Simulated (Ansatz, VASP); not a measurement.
# InAs in VASP and in Ansatz

The input INCAR:

```
PREC     = Accurate       # precision mode
ENCUT    = 520            # plane-wave cutoff, eV
EDIFF    = 1E-7           # SCF threshold, eV
ISMEAR   = -1             # smearing method
SIGMA    = 0.05           # smearing width, eV
LREAL    = F              # projectors in reciprocal space
LASPH    = T              # aspherical terms in the spheres
NELM     = 80             # most SCF steps
ALGO     = Normal         # electronic algorithm
ISIF     = 2              # what is computed and relaxed
LWAVE    = F              # write WAVECAR
LCHARG   = T              # write CHGCAR
GGA      = CA             # functional
LELF     = T              # ELF
LVHAR    = T            
NBANDS   = 16             # bands
```

The input KPOINTS:

```
Automatic mesh
0
Gamma
  8 8 8
```

POSCAR

```
InAs
1.0
    0.0000000000      2.8963595487      2.8963595487
    2.8963595487      0.0000000000      2.8963595487
    2.8963595487      2.8963595487      0.0000000000
In As
1 1
Direct
    0.5000000000      0.5000000000      0.5000000000
    0.0000000000      0.0000000000      0.0000000000
```

File input.yaml:

```yaml
crystal:
  lattice:
    - [0.0, 2.8963595487, 2.8963595487]
    - [2.8963595487, 0.0, 2.8963595487]
    - [2.8963595487, 2.8963595487, 0.0]
  atoms:
    - { symbol: In, position: [0.5, 0.5, 0.5] }
    - { symbol: As, position: [0.0, 0.0, 0.0] }
kpoints:
  mp_grid: { grid: [8, 8, 8] }
scf:
  occupations: { method: fermi_dirac, width: 0.05 }
hamiltonian:
  xc: lda
  pseudopotentials: { kind: all_electron, lapw: { basis_error: 0.001 } }
output:
  forces: true
  stress: true
  eigenvalues: true
```

Change from the starting cell: volume scaled by 1.02.

Alike in both runs: task single point; functional LDA; k mesh 8 × 8 × 8; occupations fermi-dirac, width 0.05 eV; no spin polarisation.

|  | VASP | Ansatz |
| --- | --- | --- |
| version | VASP 6.6.1 | Ansatz 0.2.0 |
| potentials or method | VASP PAW LDA potentials, release 64 (In_d, As), cutoff 520 eV | all-electron LAPW, scalar-relativistic |

|  | VASP | Ansatz | Ansatz less VASP |
| --- | --- | --- | --- |
| gap on the k mesh at the Fermi level (eV) | none | none | - |
| pressure (GPa) | -5.9 | -6.0 | -0.09 |

LDA's correlation is that of Perdew and Zunger in VASP and of Perdew and Wang (1992) in Ansatz. A gap of «none» marks a metal or a gap that the smearing closes. Ansatz ran all-electron here, and VASP with PAW potentials.
